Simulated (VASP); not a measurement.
Here is a VASP 6.6.1 calculation.

INCAR

```
SYSTEM = AgCl
PREC = Accurate ; ENCUT = 520
EDIFF = 1E-7 ; ISMEAR = -1
SIGMA = 0.05 ; LREAL = .FALSE.
LASPH = .TRUE. ; NELM = 80
ALGO = Normal ; ISIF = 2
LWAVE = .FALSE. ; LCHARG = .FALSE.
GGA = PE ; NBANDS = 16
```

KPOINTS

```
regular mesh
0
G
  7 7 7
  0 0 0
```

Contents of POSCAR:

```
AgCl
1.0
    0.0000000000      2.7166437422      2.7166437422
    2.7166437422      0.0000000000      2.7166437422
    2.7166437422      2.7166437422      0.0000000000
Ag Cl
1 1
Direct
    0.0000000000      0.0000000000      0.0000000000
    0.5000000000      0.5000000000      0.5000000000
```

Potentials or basis: VASP PAW PBE potentials, release 64 (Ag, Cl).

The run is started by

```console
$ cat potpaw_PBE.64/Ag/POTCAR potpaw_PBE.64/Cl/POTCAR > POTCAR
$ mpirun -np 1 vasp_std > vasp.out
```

**Question.** Estimate the pressure.

**Answer.** 5.1 GPa.

**Question.** What does it give for the band gap on the k mesh?

**Answer.** 0.99 eV, indirect (least direct gap 3.45 eV).

A k mesh can miss the band edges.
